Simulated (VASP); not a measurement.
Wanted: the native input for a VASP 6.6.1 run.

* Task: single point
* Functional: r2SCAN
* Potentials or basis: VASP PAW PBE potentials, release 64 (As)
* Cutoff: 520 eV
* k mesh: 8 × 8 × 8
* Occupations: methfessel-paxton, width 0.05 eV
* Spin: no spin polarisation
* Dipole correction: no
* Further INCAR settings: ALGO = Normal; EDIFF = 1e-06; NBANDS = 12

As:

```xyz
2
Lattice="1.8808 1.0859 3.5141 -1.8808 1.0859 3.5141 0.0000 -2.1718 3.5141" Properties=species:S:1:pos:R:3 pbc="T T T"
As    0.0000    0.0000    2.3825
As    0.0000    0.0000    8.1597
```

One way to write it, as run:

POSCAR

```
As
1.0
    1.8807968987      1.0858785957      3.5140619945
   -1.8807968987      1.0858785957      3.5140619945
    0.0000000000     -2.1717571915      3.5140619945
As
2
Direct
    0.2260000000      0.2260000000      0.2260000000
    0.7740000000      0.7740000000      0.7740000000
```

INCAR.step1

```
ALGO = Normal
EDIFF = 1E-4
ENCUT = 520
GGA = PE
ISMEAR = 1
LASPH = True
LCHARG = False
LREAL = False
LWAVE = True
NBANDS = 12
NELM = 80
PREC = Accurate
SIGMA = 0.05
```

INCAR.step2

```
ALGO = Normal
EDIFF = 1E-6
ENCUT = 520
ISIF = 2
ISMEAR = 1
ISTART = 1
LASPH = True
LCHARG = False
LMIXTAU = True
LREAL = False
LWAVE = False
METAGGA = R2SCAN
NBANDS = 12
NELM = 80
PREC = Accurate
SIGMA = 0.05
```

KPOINTS

```
k-points
0
Gamma
  8 8 8
```

Potentials or basis: VASP PAW PBE potentials, release 64 (As).

The run is started by

```console
$ cat potpaw_PBE.64/As/POTCAR > POTCAR
$ cp INCAR.step1 INCAR
$ mpirun -np 1 vasp_std > vasp.out
$ cp INCAR.step2 INCAR
$ mpirun -np 1 vasp_std > vasp.out
```

It gave:

* Pressure: 2.0 GPa
* Largest force: 0.183 eV/Å
* Band gap on the k mesh: zero (band 5 reaches 5.67 eV, above the bottom of band 6 at 5.19 eV)

Caveat: the PAW data sets were made with another functional, which shifts forces and pressure a little.

Run time: 54 s on 1 thread of Intel(R) Xeon(R) 6975P-C (Granite Rapids), with other jobs on the host, peak memory 0.19 GiB.
